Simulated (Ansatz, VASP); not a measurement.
**Te: VASP beside Ansatz**

Contents of INCAR:

```
  PREC = Accurate
  ENCUT = 520
  EDIFF = 1E-7
  ISMEAR = -1
  SIGMA = 0.1
  LREAL = F
  LASPH = T
  NELM = 80
  ALGO = Normal
  ISIF = 2
  LWAVE = F
  LCHARG = F
  GGA = PS
  NBANDS = 13
```

KPOINTS

```
regular mesh
0
Gamma
  9 9 9
```

File POSCAR:

```
Te
1.0
    0.0000000000      3.6216305091      3.6216305091
    3.6216305091      0.0000000000      3.6216305091
    3.6216305091      3.6216305091      0.0000000000
Te
2
Direct
    0.1250000000      0.1250000000      0.1250000000
    0.8750000000      0.8750000000      0.8750000000
```

Input for Ansatz:

```yaml
crystal:
  lattice:
    - [0.0, 3.6216305091, 3.6216305091]
    - [3.6216305091, 0.0, 3.6216305091]
    - [3.6216305091, 3.6216305091, 0.0]
  atoms:
    - { symbol: Te, position: [0.125, 0.125, 0.125] }
    - { symbol: Te, position: [0.875, 0.875, 0.875] }
hamiltonian:
  xc: pbesol
  pseudopotentials:
    kind: paw
    azcp:
      Te: "pseudopotentials/Te.paw.azcp"
basis:
  ecutwfc: 420
  fft_grid_basis: typed
kpoints:
  mp_grid: { grid: [9, 9, 9], shift: [0, 0, 0] }
magnetization:
  spin_polarized: false
scf:
  occupations: { method: fermi_dirac, width: 0.1 }
  lower_state_search: "off"
output:
  stress: true
  write_density: true
  write_potential: true
  elf: true
  volumetric_format: npy
```

Alike in both runs: task single point; functional PBEsol; k mesh 9 × 9 × 9; occupations fermi-dirac, width 0.1 eV; no spin polarisation.

```csv
,VASP,Ansatz
version,VASP 6.6.1,Ansatz 0.2.0
potentials or method,"VASP PAW PBE potentials, release 64 (Te), cutoff 520 eV","plane waves (420 eV) with PAW, scalar-relativistic"
valence electrons in the cell,12,32
```

```tsv
	VASP	Ansatz	Ansatz less VASP
pressure (GPa)	-1.9	-2.0	-0.01
```

VASP's potentials were made for PBE, not for PBEsol, and Ansatz warns of the same on its side. VASP's potentials hold 12 valence electrons a cell and Ansatz's 32, so a difference there can come from the potentials and not from the codes.

Neither program's run includes spin-orbit coupling.
